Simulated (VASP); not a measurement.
Set up this calculation in VASP 6.6.1, as the native input.

| Item | Value |
| --- | --- |
| Task | single point |
| Functional | PBE |
| Potentials or basis | VASP PAW PBE potentials, release 64 (Pd) |
| Cutoff | 520 eV |
| k mesh | 18 × 18 × 18 |
| Occupations | gaussian, width 0.1 eV |
| Spin | no spin polarisation |
| Dipole correction | no |
| Further INCAR settings | ALGO = Normal; EDIFF = 1e-06; NBANDS = 11 |

The structure of Pd lies in POSCAR:

```
Pd
1.0
    0.0000000000      2.0098484293      2.0098484293
    2.0098484293      0.0000000000      2.0098484293
    2.0098484293      2.0098484293      0.0000000000
Pd
1
Direct
    0.0000000000      0.0000000000      0.0000000000
```

This cell differs from its parent crystal: volume scaled by 1.06.

One way to write it, as run:

INCAR

```
PREC = Accurate ; ENCUT = 520
EDIFF = 1E-6 ; ISMEAR = 0
SIGMA = 0.1 ; LREAL = False
LASPH = True ; NELM = 60
ALGO = Normal ; ISIF = 2
LWAVE = False ; LCHARG = False
GGA = PE ; NBANDS = 11
```

KPOINTS

```
Automatic mesh
0
Gamma
  18 18 18
```

Potentials or basis: VASP PAW PBE potentials, release 64 (Pd).

Run with:

```sh
$ cat potpaw_PBE.64/Pd/POTCAR > POTCAR
$ mpirun -np 1 vasp_std > vasp.out
```

Results of the run:

```yaml
Pressure: -8.6 GPa
Band_gap_on_the_k_mesh: zero (band 5 reaches 8.48 eV, above the bottom of band 6 at 7.14 eV)
```

Run time: 17 s on 1 thread of AMD EPYC 9R45 (Zen 5), with other jobs on the host, peak memory 0.13 GiB.
